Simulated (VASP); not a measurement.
# HfSiF (P-6m2) in VASP: further runs, part 2 of 2

VASP 6.6.1. Earlier steps stand in the parts before.

**3. Relaxation of cell and atoms, PBE**

This run uses another cell than the first one, of 15.40 Å³/atom.

The input, INCAR:

```
SYSTEM = HfSiF
PREC     = Accurate       ! precision mode
ENCUT    = 600            ! plane-wave cutoff, eV
EDIFF    = 1E-6           ! SCF threshold, eV
ISMEAR   = 0              ! smearing method
SIGMA    = 0.1            ! smearing width, eV
LREAL    = .FALSE.        ! projectors in reciprocal space
LASPH    = .TRUE.         ! aspherical terms in the spheres
NELM     = 100            ! most SCF steps
ALGO     = Normal         ! electronic algorithm
ISIF     = 3              ! what is computed and relaxed
LWAVE    = .FALSE.        ! write WAVECAR
LCHARG   = .FALSE.        ! write CHGCAR
GGA      = PE             ! functional
IBRION   = 2              ! ionic algorithm
NSW      = 100            ! ionic steps
EDIFFG   = -0.01          ! ionic threshold
```

The input, KPOINTS:

```
regular mesh
0
G
  12 12 16
  0 0 0
```

The input, POSCAR:

```
HfSiF
1.0
    4.3990245730      0.0000000000      0.0000000000
   -2.1995122865      3.8096670321      0.0000000000
    0.0000000000      0.0000000000      2.7562843531
Hf Si F
1 1 1
Direct
    0.0000000000      0.0000000000      0.0000000000
    0.3333333333      0.6666666667      0.5000000000
    0.6666666667      0.3333333333      0.5000000000
```

Potentials or basis: VASP PAW PBE potentials, release 64 (Hf_pv, Si, F).

Started as:

```console
cat potpaw_PBE.64/Hf_pv/POTCAR potpaw_PBE.64/Si/POTCAR potpaw_PBE.64/F/POTCAR > POTCAR
mpirun -np 1 vasp_std > vasp.out
```

OUTCAR:

```text
SYSTEM = HfSiF
   PREC = Accurate
   ENCUT = 600
   EDIFF = 1E-6
   ISMEAR = 0
   LREAL = .FALSE.
   LASPH = .TRUE.
   NELM = 100
   ISIF = 3
   GGA = PE
   IBRION = 2
   NSW = 100
   EDIFFG = -0.01

 ion  position               nearest neighbor table
   1  0.000  0.000  0.000-   2 2.89   3 2.89   2 2.89   3 2.89   3 2.89   3 2.89   2 2.89   2 2.89
                             3 2.89   3 2.89   2 2.89   2 2.89
   2  0.333  0.667  0.500-   1 2.89   1 2.89   1 2.89   1 2.89   1 2.89   1 2.89
   3  0.667  0.333  0.500-   1 2.89   1 2.89   1 2.89   1 2.89   1 2.89   1 2.89

  LATTYP: Found a hexagonal cell.
 ALAT       =     4.3990245730
 C/A-ratio  =     0.6265671645

  Lattice vectors:

 A1 = (   4.3990245730,   0.0000000000,   0.0000000000)
 A2 = (  -2.1995122865,   3.8096670321,   0.0000000000)
[... 452 lines left out ...]
 cond. band min:       5.6538589911   @ k =   0.4167   0.0000   0.3125
 fundamental gap:      0.0063480804
 Fermi energy:         5.6495047492

 k-point     1 :       0.0000    0.0000    0.0000
  band No.  band energies     occupation
      1     -25.2487      2.00000
      2     -25.2487      2.00000
      3     -24.1920      2.00000
      4     -17.6874      2.00000
      5      -3.6494      2.00000
      6      -0.3032      2.00000
      7      -0.3032      2.00000
      8       2.1735      2.00000
      9       3.4846      2.00000
     10       4.2867      2.00000
     11       4.2867      2.00000
     12      10.1289      0.00000
     13      10.5289      0.00000
     14      10.5289      0.00000
[... 377 lines left out ...]
      1     -25.2634      2.00000
      2     -25.2451      2.00000
      3     -24.2635      2.00000
      4     -17.6339      2.00000
      5      -3.6792      2.00000
      6      -0.1914      2.00000
      7       0.5222      2.00000
      8       2.0365      2.00000
      9       2.5989      2.00000
     10       4.7046      2.00000
     11       4.8784      2.00000
     12       8.2481      0.00000
     13       9.6262      0.00000
     14      10.2266      0.00000

 [... further k-points ...]
[... 5 lines left out ...]
  --------------------------------------------------------------------------------------
  -------------------------------------------------------------------------------------
  Total        0.0031478      0.0031478     -0.0063282      0.0000000      0.0000000      0.0000000
  in kB        0.1103148      0.1103148     -0.2217740      0.0000000      0.0000000      0.0000000
  external PRESSURE =      -0.0003815 kB  Pullay stress =       0.0000000 kB
[... 18 lines left out ...]
  FREE ENERGIE OF THE ION-ELECTRON SYSTEM (eV)
  ---------------------------------------------------
  free  energy   TOTEN  =       -19.4257655026 eV

  energy  without entropy=      -19.4212135821  energy(sigma->0) =      -19.42348954

 reached required accuracy - stopping structural energy minimisation
```

OSZICAR:

```text
N       E                     dE             d eps       ncg     rms          rms(c)
DAV:   1     0.878836013992E+02    0.87884E+02   -0.12062E+04  4788   0.152E+03
DAV:   2    -0.160901975589E+02   -0.10397E+03   -0.10212E+03  5982   0.300E+02
DAV:   3    -0.208345195553E+02   -0.47443E+01   -0.46980E+01  6516   0.562E+01
DAV:   4    -0.208697547350E+02   -0.35235E-01   -0.35223E-01  5502   0.568E+00
[... 57 lines left out ...]
DAV:   1    -0.194258480286E+02   -0.93647E-04   -0.35219E-03  4896   0.566E-01    0.936E-02
DAV:   2    -0.194257836661E+02    0.64363E-04   -0.28224E-04  6276   0.158E-01    0.337E-02
DAV:   3    -0.194257707652E+02    0.12901E-04   -0.32457E-05  6036   0.514E-02    0.200E-02
DAV:   4    -0.194257657303E+02    0.50349E-05   -0.96195E-06  6018   0.251E-02    0.738E-03
DAV:   5    -0.194257655026E+02    0.22771E-06   -0.45124E-07  3042   0.622E-03
   8 F= -.19425766E+02 E0= -.19423490E+02  d E =-.118713E-04
```

Run time: 3.5 min. Hardware: 1 thread of AMD EPYC 9R45 (Zen 5), shared host; peak memory 0.29 GiB.

Results:

- Free energy: -19.4258 eV
- Relaxed volume: 15.24 Å³/atom
- Relaxed cell: a = 4.427 Å, b = 4.427 Å, c = 2.693 Å, α = 90.00°, β = 90.00°, γ = 120.00°
- Space group after relaxing (to 0.1 Å): P-6m2 (No. 187)
- Energy gained by relaxing: 6.0 meV/atom
- Ionic steps: 8
- Pressure after relaxing: 0.0 GPa
- Band gap on the k mesh: zero (an odd number of electrons rules out a gap without spin polarisation)

The path:
```tsv
step	energy change (eV)	largest force (eV/Å)	pressure (GPa)	volume (Å³)
1	0.0000	0.0000	-0.90	46.19
2	-0.0175	0.0000	0.31	45.61
3	-0.0178	0.0000	0.44	45.53
4	-0.0178	0.0000	0.50	45.52
5	-0.0180	0.0000	-0.23	45.81
6	-0.0181	0.0000	0.03	45.70
7	-0.0181	0.0000	0.06	45.69
8	-0.0181	0.0000	0.00	45.72
```

Final structure:
```
Hf Si F
1.0
     4.42733    0.00000    0.00000
    -2.21366    3.83418    0.00000
     0.00000    0.00000    2.69318
Hf Si F
1 1 1
Cartesian
  0.0000 0.0000 0.0000
  0.0000 2.5561 1.3466
  2.2137 1.2781 1.3466
```

Levels at points of the mesh, in eV from the Fermi level:
```tsv
k point	band 9	band 10	band 11	band 12	band 13	band 14
(0.00, 0.00, 0.00)	-2.16	-1.36	-1.36	4.48	4.88	4.88
(0.50, 0.00, 0.00)	-2.79	-0.84	-0.81	1.80	3.91	4.85
(0.00, 0.00, 0.50)	-3.11	-1.59	-1.59	1.16	1.16	5.54
(0.50, 0.00, 0.50)	-3.28	-0.73	0.63	1.87	2.67	3.70
```

Caveat: spin-orbit coupling is left out, which moves the levels of the heavy elements; an odd number of electrons without spin polarisation forces a metal; a magnetic or distorted state may lie lower.

**4. Single point, PBE**

This run uses another cell than the first one, of 14.19 Å³/atom.

The input, INCAR:

```
SYSTEM = HfSiF
  PREC = Accurate
  ENCUT = 520
  EDIFF = 1E-6
  ISMEAR = 0
  SIGMA = 0.1
  LREAL = .False.
  LASPH = .True.
  NELM = 100
  ALGO = Normal
  ISIF = 2
  LWAVE = .False.
  LCHARG = .False.
  GGA = PE
  NBANDS = 18
```

The input, KPOINTS:

```
regular mesh
0
Gamma
  6 6 6
  0 0 0
```

The input, POSCAR:

```
HfSiF
1.0
    3.7493107300      0.0000000000      0.0000000000
   -1.8746553600      3.2469983400      0.0000000000
    0.0000000000      0.0000000000      3.4965599500
Hf Si F
1 1 1
Direct
    0.0000000000      0.0000000000      0.0000000000
    0.3333333300      0.6666666700      0.5000000000
    0.6666666700      0.3333333300      0.5000000000
```

Potentials or basis: VASP PAW PBE potentials, release 64 (Hf_pv, Si, F).

Started as:

```console
cat potpaw_PBE.64/Hf_pv/POTCAR potpaw_PBE.64/Si/POTCAR potpaw_PBE.64/F/POTCAR > POTCAR
mpirun -np 1 vasp_std > vasp.out
```

OUTCAR:

```text
SYSTEM = HfSiF
   PREC = Accurate
   ENCUT = 520
   EDIFF = 1E-6
   ISMEAR = 0
   LREAL = .False.
   LASPH = .True.
   NELM = 100
   ISIF = 2
   GGA = PE

 ion  position               nearest neighbor table
   1  0.000  0.000  0.000-   2 2.78   3 2.78   2 2.78   3 2.78   2 2.78   2 2.78   3 2.78   3 2.78
                             3 2.78   3 2.78   2 2.78   2 2.78
   2  0.333  0.667  0.500-   3 2.16   3 2.16   3 2.16   1 2.78   1 2.78   1 2.78   1 2.78   1 2.78
                             1 2.78
   3  0.667  0.333  0.500-   2 2.16   2 2.16   2 2.16   1 2.78   1 2.78   1 2.78   1 2.78   1 2.78
                             1 2.78

  LATTYP: Found a hexagonal cell.
 ALAT       =     3.7493107300
 C/A-ratio  =     0.9325874012

  Lattice vectors:

 A1 = (   3.7493107300,   0.0000000000,   0.0000000000)
 A2 = (  -1.8746553600,   3.2469983400,   0.0000000000)
 A3 = (   0.0000000000,   0.0000000000,   3.4965599500)

Analysis of symmetry for initial positions (statically):
=====================================================================
 Subroutine PRICEL returns:
 Original cell was already a primitive cell.

 Routine SETGRP: Setting up the symmetry group for a
 hexagonal supercell.

 Subroutine GETGRP returns: Found 12 space group operations
 (whereof 12 operations were pure point group operations)
 out of a pool of 24 trial point group operations.
[... 163 lines left out ...]

  energy without entropy =      -17.73752712  energy(sigma->0) =      -17.74403735

 E-fermi :   7.3482     XC(G=0): -11.4356

 val. band max:        7.2444861013   @ k =   0.3333   0.3333   0.3333
 cond. band min:       7.3529511442   @ k =   0.0000   0.0000   0.5000
 fundamental gap:      0.1084650429
 Fermi energy:         7.3481918465

 k-point     1 :       0.0000    0.0000    0.0000
  band No.  band energies     occupation
      1     -23.9374      2.00000
      2     -23.9374      2.00000
      3     -23.6897      2.00000
      4     -18.7468      2.00000
      5      -1.6673      2.00000
      6      -0.8694      2.00000
[... 481 lines left out ...]
      5      -2.3600      2.00000
      6      -1.1182      2.00000
[... 10 lines left out ...]
     17      14.8876      0.00000
     18      15.0363      0.00000

 [... further k-points ...]
[... 5 lines left out ...]
  --------------------------------------------------------------------------------------
  -------------------------------------------------------------------------------------
  Total        5.8540009      5.8540009      1.3754666      0.0000000      0.0000000      0.0000000
  in kB      220.3377397    220.3377398     51.7709503      0.0000003      0.0000000      0.0000000
  external PRESSURE =     164.1488099 kB  Pullay stress =       0.0000000 kB

 VOLUME and BASIS-vectors are now :
 -----------------------------------------------------------------------------
  energy-cutoff  :      520.00
  volume of cell :       42.57
      direct lattice vectors                 reciprocal lattice vectors
     3.749310730  0.000000000  0.000000000     0.266715690  0.153988375  0.000000000
    -1.874655360  3.246998340  0.000000000     0.000000000  0.307976751  0.000000000
     0.000000000  0.000000000  3.496559950     0.000000000  0.000000000  0.285995382

 POSITION                                       TOTAL-FORCE (eV/Angst)
 -----------------------------------------------------------------------------------
      0.00000      0.00000      0.00000         0.000000     -0.000000      0.000000
     -0.00000      2.16467      1.74828         0.000000      0.000000      0.000000
      1.87466      1.08233      1.74828        -0.000000      0.000000      0.000000
 -----------------------------------------------------------------------------------
    total drift:                               -0.000037      0.000021      0.000000

  FREE ENERGIE OF THE ION-ELECTRON SYSTEM (eV)
  ---------------------------------------------------
  free  energy   TOTEN  =       -17.7505475770 eV

  energy  without entropy=      -17.7375271224  energy(sigma->0) =      -17.74403735
```

OSZICAR:

```text
N       E                     dE             d eps       ncg     rms          rms(c)
DAV:   1     0.778393485680E+02    0.77839E+02   -0.10910E+04  1016   0.107E+03
DAV:   2    -0.155872608422E+02   -0.93427E+02   -0.90924E+02  1342   0.249E+02
DAV:   3    -0.191428934485E+02   -0.35556E+01   -0.35388E+01  1148   0.400E+01
DAV:   4    -0.191652803794E+02   -0.22387E-01   -0.22377E-01  1274   0.379E+00
DAV:   5    -0.191654367953E+02   -0.15642E-03   -0.15641E-03  1152   0.295E-01    0.342E+01
DAV:   6    -0.178440171719E+02    0.13214E+01   -0.49772E+00  1108   0.149E+01    0.205E+01
DAV:   7    -0.177824704801E+02    0.61547E-01   -0.63757E-01  1192   0.717E+00    0.104E+01
DAV:   8    -0.177522407234E+02    0.30230E-01   -0.10878E-01  1244   0.260E+00    0.609E-01
DAV:   9    -0.177507008520E+02    0.15399E-02   -0.24055E-02  1068   0.866E-01    0.605E-01
DAV:  10    -0.177505751440E+02    0.12571E-03   -0.65134E-04  1136   0.229E-01    0.236E-01
DAV:  11    -0.177505476344E+02    0.27510E-04   -0.24414E-04  1078   0.867E-02    0.106E-01
DAV:  12    -0.177505483374E+02   -0.70304E-06   -0.16463E-05  1232   0.219E-02    0.185E-02
DAV:  13    -0.177505475770E+02    0.76046E-06   -0.74147E-07   640   0.592E-03
   1 F= -.17750548E+02 E0= -.17744037E+02  d E =-.130205E-01
```

stdout:

```text
POSCAR found type information on POSCAR HfSiF
 POSCAR found :  3 types and       3 ions
 scaLAPACK will be used
 LDA part: xc-table for (Slater+PW92), standard interpolation
 POSCAR, INCAR and KPOINTS ok, starting setup
 FFT: planning ... GRIDC
 FFT: planning ... GRID_SOFT
 FFT: planning ... GRID
 WAVECAR not read
 entering main loop
```

Wall time 9.8 s (1 thread of AMD EPYC 9R45 (Zen 5), shared host); peak memory 0.14 GiB.

Results:

```
Free energy            : -17.7505 eV
Pressure               : 16.4 GPa
Band gap on the k mesh : zero (an odd number of electrons rules out a gap without spin polarisation)
```

Caveat: the cell stands under pressure; spin-orbit coupling is left out, which moves the levels of the heavy elements; an odd number of electrons without spin polarisation forces a metal; a magnetic or distorted state may lie lower.

**5. Overview**

| task | cell | k mesh | cutoff (eV) | gap on the mesh (eV) | pressure (GPa) |
| --- | --- | --- | --- | --- | --- |
| single point | a = 4.435, b = 4.435, c = 2.701 Å, angles 90.0, 90.0, 120.0°, 3 atoms | 12 × 12 × 16 | 520 | none | -0.6 |
| relaxation of cell and atoms | relaxed from a = 4.399, b = 4.399, c = 2.756 Å, angles 90.0, 90.0, 120.0°, 3 atoms | 12 × 12 × 16 | 600 | none | 0.0 |
| single point | a = 3.749, b = 3.749, c = 3.497 Å, angles 90.0, 90.0, 120.0°, 3 atoms | 6 × 6 × 6 | 520 | none | 16.4 |

Alike in all rows: level PBE; potentials or basis VASP PAW PBE potentials, release 64 (Hf_pv, Si, F); no spin polarisation; smearing gaussian 0.1 eV.

Caveats: spin-orbit coupling is left out, which moves the levels of the heavy elements; an odd number of electrons without spin polarisation forces a metal; a magnetic or distorted state may lie lower; the cell stands under pressure (at least some runs).

Absolute energies hang on the potentials; compare differences alone.
